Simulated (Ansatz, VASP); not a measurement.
# Two plane-wave programs on Mg

```
Mg
1.0
     3.33764    0.00000    0.00000
    -1.66882    2.89048    0.00000
     0.00000    0.00000    4.79350
Mg
2
Direct
  0.33333 0.66667 0.25000
  0.66667 0.33333 0.75000
```

Change from the starting cell: strain +0.040 along x and y, -0.080 along z, atoms carried along.

Alike in both runs: task single point; functional PBEsol; k mesh 18 × 18 × 10; occupations gaussian, width 0.15 eV; no spin polarisation.

|  | VASP | Ansatz |
| --- | --- | --- |
| version | VASP 6.6.1 | Ansatz 0.2.0 |
| potentials or method | VASP PAW PBE potentials, release 64 (Mg), cutoff 520 eV | scalar-relativistic, plane waves, PAW |
| valence electrons in the cell | 4 | 20 |

Ansatz gave:

| Item | Value |
| --- | --- |
| gap on the k mesh at the Fermi level (eV) | none |
| pressure (GPa) | -0.4 |
| traceless stress, the component that is largest in VASP (GPa) | 3.69 |

**Question.** Estimate VASP's values.

**Answer.** gap on the k mesh at the Fermi level (eV): none; pressure (GPa): -0.4; traceless stress, the component that is largest in VASP (GPa): 3.71.

VASP's potentials were made for PBE, not for PBEsol. A gap of «none» marks a metal or a gap that the smearing closes. With one functional, cell and mesh, what is left measures potentials, basis and numerics. VASP's potentials hold 4 valence electrons a cell and Ansatz's 20, so a difference there can come from the potentials and not from the codes.
